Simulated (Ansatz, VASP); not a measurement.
One calculation of TiC, two programs

```
Ti C
1.0
     0.00000    2.16646    2.16646
     2.16646    0.00000    2.16646
     2.16646    2.16646    0.00000
Ti C
1 1
Direct
  0.00000 0.00000 0.00000
  0.51442 0.51442 0.48558
```

Change from the starting cell: all C atoms moved +0.062 Å, as atom 2 along Cartesian [0 0 1].

Alike in both runs: task single point; functional PBE; k mesh 24 × 24 × 24; occupations gaussian, width 0.15 eV; no spin polarisation.

```csv
,VASP,Ansatz
version,VASP 6.6.1,Ansatz 0.2.0
potentials or method,"VASP PAW PBE potentials, release 64 (Ti_sv, C), cutoff 520 eV","scalar-relativistic, plane waves, PAW"
valence electrons in the cell,16,16
```

|  | VASP | Ansatz | Ansatz less VASP |
| --- | --- | --- | --- |
| gap on the k mesh at the Fermi level (eV) | none | none | - |
| pressure (GPa) | 0.7 | 0.5 | -0.21 |
| traceless stress, the component that is largest in VASP (GPa) | 0.71 | 0.70 | -0.008 |
| rms of the force components (eV/Å) | 0.331 | 0.330 | -0.0014 |

Atom by atom the forces differ by 0.001 eV/Å (rms over components). A gap of «none» marks a metal or a gap that the smearing closes.
